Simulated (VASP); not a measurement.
# Mg9Bi2Sb4 (C2/m) in VASP: band structure with PBEsol

Aim: the band structure of Mg9Bi2Sb4 with PBEsol.

All numbers are computed with VASP 6.6.1; they aren't measurements. Logs are shortened: lines on timing, memory, paths and dates and some standing lists are left out, and cuts for length are marked.

**1. The cell of the first run**

It takes space group C2/m (No. 12, monoclinic). The conventional cell has a = 7.940 Å, b = 13.761 Å, c = 7.242 Å, α = 90.00°, β = 90.01°, γ = 90.00°. Mg (site symmetry m) has 2 Sb at 2.83 Å and 2 Bi at 2.89 to 3.00 Å and 6 Mg at 3.26 to 3.84 Å within 3.9 Å. Mg (site symmetry 1) has 3 Sb at 2.84 to 2.94 Å and 1 Bi at 2.89 Å and 6 Mg at 3.24 to 3.77 Å within 3.8 Å. Within 4.0 Å of Mg (site symmetry 2) lie 4 Sb at 3.03 to 3.11 Å and 2 Bi at 3.16 Å and 6 Mg at 3.68 to 3.84 Å. Mg (site symmetry 2/m) has 2 Bi at 3.08 Å and 4 Sb at 3.11 Å and 6 Mg at 3.74 to 3.77 Å within 4.1 Å. Bi (site symmetry m) has 7 Mg at 2.89 to 3.16 Å within 3.8 Å. Within 3.7 Å of Sb (site symmetry 1) lie 7 Mg at 2.83 to 3.11 Å.

**2. Band structure, PBEsol**

The input, INCAR:

```
SYSTEM = Mg9Bi2Sb4
ALGO = Fast
EDIFF = 1E-6
ENCUT = 520
GGA = PS
ICORELEVEL = 1
ISIF = 2
ISMEAR = 0
LASPH = .TRUE.
LCHARG = .FALSE.
LREAL = .FALSE.
LUSENCCL = .FALSE.
LWAVE = .FALSE.
NBANDS = 47
NELM = 80
PREC = Accurate
SIGMA = 0.03
```

The input, KPOINTS:

```
k-points
0
G
  6 6 6
  0 0 0
```

The input, POSCAR:

```
Mg9Bi2Sb4                               
1.0
    0.0002735338     -0.0001579248      7.2416112646
    6.8782080685      3.9736870320      0.0001773944
   -6.8759981802      3.9698593932     -0.0003547889
  Mg              Bi              Sb            
     9     2     4
Direct
     0.6306490916557536    0.3333333299999808    0.3367017639050187
     0.6309217027571001    0.6693766264263069    0.9999493055156080
     0.6309217027571001    0.9972900435737194    0.6639060190893468
     0.3693509083442464    0.3333333300000234    0.9966315660949834
     0.3690782972428998    0.6693766264262785    0.6694273209106490
     0.3690782972428998    0.9972900435736910    0.3333840244843941
     1.0000000000000000    0.9835575291246479    0.9917787645623345
     1.0000000000000000    0.3333333300000021    0.6666666699999979
     0.0000000000000000    0.6831091408753500    0.3415545654376675
     0.2161369961520066    0.3333333300000021    0.3324981653111601
     0.7838630038479933    0.3333333300000021    0.0008351646888420
     0.2251151559579344    0.6664445302258755    0.0001832027229792
     0.2251151559579344    0.0002221397741223    0.6670720124970922
     0.7748848440420658    0.6664445302258755    0.6662613275029036
     0.7748848440420657    0.0002221397741223    0.3331501272770229
```

The input, KPOINTS_OPT:

```
explicit points
6
Reciprocal
 0.0000000000  0.0000000000  0.0000000000 1
 0.5000000000  0.0000000000  0.0000000000 1
 0.5000000000  0.3333333333  0.3333333333 1
 0.0000000000  0.3333333333  0.3333333333 1
 0.5000000000  0.5000000000  0.0000000000 1
 0.0000000000  0.5000000000  0.0000000000 1
```

Potentials or basis: VASP PAW PBE potentials, release 64 (Mg, Bi_d, Sb).

On the command line:

```console
$ cat potpaw_PBE.64/Mg/POTCAR potpaw_PBE.64/Bi_d/POTCAR potpaw_PBE.64/Sb/POTCAR > POTCAR
$ mpirun -np 1 vasp_std > vasp.out
```

OUTCAR:

```text
SYSTEM = Mg9Bi2Sb4
   EDIFF = 1E-6
   ENCUT = 520
   GGA = PS
   ISIF = 2
   ISMEAR = 0
   LASPH = .TRUE.
   LREAL = .FALSE.
   NELM = 80
   PREC = Accurate

 ion  position               nearest neighbor table
   1  0.631  0.333  0.337-  15 2.83  14 2.83  11 2.89  10 3.00   6 3.26   5 3.26   4 3.30
   2  0.631  0.669  1.000-  15 2.84  14 2.84  11 2.89  12 2.94   5 3.24   6 3.24   4 3.26
   3  0.631  0.997  0.664-  14 2.84  15 2.84  11 2.89  13 2.94   6 3.24   5 3.24   4 3.26
   4  0.369  0.333  0.997-  13 2.83  12 2.83  10 2.89  11 3.00   3 3.26   2 3.26   1 3.30
   5  0.369  0.669  0.669-  13 2.84  12 2.84  10 2.89  14 2.94   2 3.24   3 3.24   1 3.26
   6  0.369  0.997  0.333-  12 2.84  13 2.84  10 2.89  15 2.94   3 3.24   2 3.24   1 3.26
   7  0.000  0.984  0.992-  14 3.03  12 3.03  15 3.11  13 3.11  10 3.16  11 3.16
   8  0.000  0.333  0.667-  11 3.08  10 3.08  13 3.11  12 3.11  15 3.11  14 3.11
   9  0.000  0.683  0.342-  15 3.03  13 3.03  12 3.11  14 3.11  11 3.16  10 3.16
  10  0.216  0.333  0.332-   4 2.89   6 2.89   5 2.89   1 3.00   8 3.08   7 3.16   9 3.16
  11  0.784  0.333  0.001-   1 2.89   3 2.89   2 2.89   4 3.00   8 3.08   7 3.16   9 3.16
  12  0.225  0.666  0.000-   4 2.83   6 2.84   5 2.84   2 2.94   7 3.03   9 3.11   8 3.11
  13  0.225  0.000  0.667-   4 2.83   5 2.84   6 2.84   3 2.94   9 3.03   7 3.11   8 3.11
  14  0.775  0.666  0.666-   1 2.83   3 2.84   2 2.84   5 2.94   7 3.03   9 3.11   8 3.11
  15  0.775  0.000  0.333-   1 2.83   2 2.84   3 2.84   6 2.94   9 3.03   7 3.11   8 3.11

  LATTYP: Found a base centered monoclinic cell.
 ALAT       =     7.9397188050
 B/A-ratio  =     1.7331641376
 C/A-ratio  =     0.9120740229
 COS(beta)  =    -0.0000883013

  Lattice vectors:

 A1 = (   0.0022098883,   7.9435464252,  -0.0001773945)
 A2 = (  -6.8782080685,  -3.9736870320,  -0.0001773944)
 A3 = (   0.0002735338,  -0.0001579248,   7.2416112646)

Analysis of symmetry for initial positions (statically):
=====================================================================
 Subroutine PRICEL returns:
 Original cell was already a primitive cell.

 Routine SETGRP: Setting up the symmetry group for a
 base centered monoclinic supercell.

 Subroutine GETGRP returns: Found  4 space group operations
 (whereof  2 operations were pure point group operations)
 out of a pool of  4 trial point group operations.

The static configuration has the point symmetry C_2 .
 The point group associated with its full space group is C_2h.
[... 189 lines left out ...]

 the core state eigenenergies are
   1-  1s  -1251.5209  2s    -71.8248  2p    -38.5792
   2-  1s  -1251.4996  2s    -71.8101  2p    -38.5644
   3-  1s  -1251.4996  2s    -71.8101  2p    -38.5644
   4-  1s  -1251.5209  2s    -71.8248  2p    -38.5792
   5-  1s  -1251.4996  2s    -71.8101  2p    -38.5644
   6-  1s  -1251.4996  2s    -71.8101  2p    -38.5644
   7-  1s  -1252.4983  2s    -72.5227  2p    -39.2812
   8-  1s  -1252.5099  2s    -72.5314  2p    -39.2900
   9-  1s  -1252.4982  2s    -72.5227  2p    -39.2812
  10-  1s -90630.2193  2s -16272.9879  2p -13913.3501  3s  -3920.9386  3p  -3247.1671
       3d  -2572.0944  4s   -892.6625  4p   -671.9933  4d   -420.2315  4f   -143.0094
       5s   -148.0916  5p    -86.1731
  11-  1s -90630.2193  2s -16272.9879  2p -13913.3501  3s  -3920.9386  3p  -3247.1671
       3d  -2572.0944  4s   -892.6625  4p   -671.9933  4d   -420.2315  4f   -143.0094
       5s   -148.0916  5p    -86.1731
  12-  1s -30287.7479  2s  -4599.7380  2p  -4127.8406  3s   -893.5033  3p   -739.7557
       3d   -505.3239  4s   -138.6374  4p    -91.6204  4d    -23.4709
  13-  1s -30287.7479  2s  -4599.7380  2p  -4127.8406  3s   -893.5033  3p   -739.7557
       3d   -505.3239  4s   -138.6374  4p    -91.6204  4d    -23.4709
  14-  1s -30287.7479  2s  -4599.7380  2p  -4127.8406  3s   -893.5033  3p   -739.7557
       3d   -505.3239  4s   -138.6374  4p    -91.6204  4d    -23.4709
  15-  1s -30287.7479  2s  -4599.7380  2p  -4127.8406  3s   -893.5033  3p   -739.7557
       3d   -505.3239  4s   -138.6374  4p    -91.6204  4d    -23.4709

 E-fermi :   4.5970     XC(G=0):  -8.9894

 val. band max:        4.5612733143   @ k =   0.0000   0.0000   0.0000
 cond. band min:       4.6393082079   @ k =   0.3333   0.3333   0.3333
 fundamental gap:      0.0780348936
 Fermi energy:         4.5969942470

 k-point     1 :       0.0000    0.0000    0.0000
  band No.  band energies     occupation
      1     -17.5577      2.00000
      2     -17.5542      2.00000
      3     -17.5541      2.00000
      4     -17.5492      2.00000
      5     -17.5342      2.00000
      6     -17.5335      2.00000
[... 1165 lines left out ...]
     45       8.0715      0.00000
     46       8.2192      0.00000

 [... further k-points ...]

 [bands above 46 left out]

------------------------ aborting loop because EDIFF is reached ----------------------------------------

  FORCE on cell =-STRESS in cart. coord.  units (eV):
  Direction    XX          YY          ZZ          XY          YZ          ZX
  --------------------------------------------------------------------------------------
  -------------------------------------------------------------------------------------
  Total       -0.0146481     -0.0126854     -0.0265802      0.0016997      0.0006635     -0.0011493
  in kB       -0.0593247     -0.0513760     -0.1076501      0.0068838      0.0026873     -0.0046547
  external PRESSURE =      -0.0727836 kB  Pullay stress =       0.0000000 kB

 VOLUME and BASIS-vectors are now :
 -----------------------------------------------------------------------------
  energy-cutoff  :      520.00
  volume of cell :      395.60
      direct lattice vectors                 reciprocal lattice vectors
     0.000273534 -0.000157925  7.241611265    -0.000005344  0.000003085  0.138090815
     6.878208069  3.973687032  0.000177394     0.072670004  0.125868139 -0.000000000
    -6.875998180  3.969859393 -0.000354789    -0.072740071  0.125908592  0.000005493

 POSITION                                       TOTAL-FORCE (eV/Angst)
 -----------------------------------------------------------------------------------
     -0.02225      2.66112      4.56686        -0.000194      0.000112     -0.003524
     -2.27137      6.62945      4.56865         0.001194      0.000663     -0.000068
      2.29472      6.59843      4.56883         0.000023     -0.001365     -0.000068
     -4.56000      5.28099      2.67440         0.000194     -0.000112      0.003524
      0.00123      5.31737      2.67260        -0.000023      0.001365      0.000068
      4.56732      5.28635      2.67278        -0.001194     -0.000663      0.000068
     -0.05436      7.84557     -0.00018        -0.001105     -0.001914      0.000000
     -2.29126      3.97114     -0.00018        -0.000000      0.000000     -0.000000
      2.35004      4.07039     -0.00000         0.001105      0.001914     -0.000000
      0.00654      2.64450      1.56512         0.000863     -0.000498     -0.001573
      2.28721      1.32775      5.67649        -0.000863      0.000498      0.001573
      4.58275      2.64893      1.63031         0.000133      0.000629      0.002562
     -4.58520      2.64903      1.62996        -0.000478     -0.000430      0.002562
      0.00294      5.29308      5.61130         0.000478      0.000430     -0.002562
     -2.28900      1.32332      5.61130        -0.000133     -0.000629     -0.002562
 -----------------------------------------------------------------------------------
    total drift:                               -0.000007     -0.000009     -0.000001

  FREE ENERGIE OF THE ION-ELECTRON SYSTEM (eV)
  ---------------------------------------------------
  free  energy   TOTEN  =       -47.3009780521 eV

  energy  without entropy=      -47.3009376107  energy(sigma->0) =      -47.30095783
```

OSZICAR:

```text
N       E                     dE             d eps       ncg     rms          rms(c)
DAV:   1     0.450560838975E+03    0.45056E+03   -0.26435E+04  6696   0.122E+03
DAV:   2    -0.672967572312E+00   -0.45123E+03   -0.43361E+03  7028   0.269E+02
DAV:   3    -0.473310085900E+02   -0.46658E+02   -0.45807E+02  7841   0.103E+02
[... 13 lines left out ...]
       N       E                     dE             ncg
DAV:   1     0.160569470997E+05   -0.48559E+04      596
DAV:   2     0.134021679505E+05   -0.26548E+04      606
DAV:   3     0.131244989937E+05   -0.27767E+03      680
DAV:   4     0.131140284824E+05   -0.10471E+02      682
DAV:   5     0.131136083157E+05   -0.42017E+00      816
DAV:   6     0.131135993797E+05   -0.89360E-02      785
DAV:   7     0.131135991698E+05   -0.20987E-03      848
DAV:   8     0.131135991670E+05   -0.28155E-05      705
DAV:   9     0.131135991669E+05   -0.99233E-07      480
```

stdout:

```text
Offloading initialized ...    1 GPUs detected
 POSCAR found type information on POSCAR MgBiSb
 POSCAR found :  3 types and      15 ions
 scaLAPACK will be used selectively (only on CPU)
 -----------------------------------------------------------------------------
|                                                                             |
|                                                                             |
|     You enforced a specific xc type in the INCAR file but a different       |
|     I HOPE YOU KNOW WHAT YOU ARE DOING!                                     |
|                                                                             |
 -----------------------------------------------------------------------------

 LDA part: xc-table for (Slater+PW92), standard interpolation
 POSCAR, INCAR and KPOINTS ok, starting setup
 FFT: planning ... GRIDC
 FFT: planning ... GRID_SOFT
 FFT: planning ... GRID
 WAVECAR not read
 entering main loop
 Start KPOINTS_OPT (optional k-point list driver)
k-point batch [1-6\6]
```

Wall time 13 min (1 × NVIDIA H100 80GB with 1 thread of AMD EPYC 7R13 (Zen 3), shared host); peak memory 2.7 GiB.

Results:

* Free energy: -47.3010 eV
* Pressure: 0.0 GPa
* Largest force: 0.004 eV/Å
* Band gap on the k mesh: 0.08 eV (least direct gap 0.19 eV)
* Band gap along the path: 0.19 eV

Forces in eV/Å, atoms in the order of the input:
```
Mg   0.000  0.000 -0.004
Mg   0.001  0.001  0.000
Mg   0.000 -0.001  0.000
Mg   0.000  0.000  0.004
Mg   0.000  0.001  0.000
Mg  -0.001 -0.001  0.000
Mg  -0.001 -0.002  0.000
Mg   0.000  0.000  0.000
Mg   0.001  0.002  0.000
Bi   0.001  0.000 -0.002
Bi  -0.001  0.000  0.002
Sb   0.000  0.001  0.003
Sb   0.000  0.000  0.003
Sb   0.000  0.000 -0.003
Sb   0.000 -0.001 -0.003
```

Core levels (eV, on the scale of the bands):
```tsv
atom	levels
1 Mg	1s -1251.5, 2s -71.8, 2p -38.6
2 Mg	1s -1251.5, 2s -71.8, 2p -38.6
3 Mg	1s -1251.5, 2s -71.8, 2p -38.6
4 Mg	1s -1251.5, 2s -71.8, 2p -38.6
5 Mg	1s -1251.5, 2s -71.8, 2p -38.6
6 Mg	1s -1251.5, 2s -71.8, 2p -38.6
```

Caveat: the PAW data sets were made with another functional, which shifts forces and pressure a little; spin-orbit coupling is left out, which moves the levels of the heavy elements.
